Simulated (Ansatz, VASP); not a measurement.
# One calculation of MgS, two programs

```
Mg S
1.0
     0.00000    2.56649    2.56649
     2.56649    0.00000    2.56649
     2.56649    2.56649    0.00000
Mg S
1 1
Direct
  0.00000 0.00000 0.00000
  0.50000 0.50000 0.50000
```

Change from the starting cell: volume scaled by 0.96.

Alike in both runs: task single point; functional PBEsol; k mesh 10 × 10 × 10; occupations fermi-dirac, width 0.03 eV; no spin polarisation.

|  | VASP | Ansatz |
| --- | --- | --- |
| version | VASP 6.6.1 | Ansatz 0.2.0 |
| potentials or method | VASP PAW PBE potentials, release 64 (Mg, S), cutoff 520 eV | all-electron LAPW, scalar-relativistic |

Ansatz gave:

| Property | Result |
| --- | --- |
| gap on the k mesh at the Fermi level (eV) | 2.78 |
| pressure (GPa) | 2.3 |

What did VASP give for the same quantities?

gap on the k mesh at the Fermi level (eV): 2.79; pressure (GPa): 2.1.

VASP's potentials were made for PBE, not for PBEsol. Ansatz ran all-electron here, and VASP with PAW potentials.
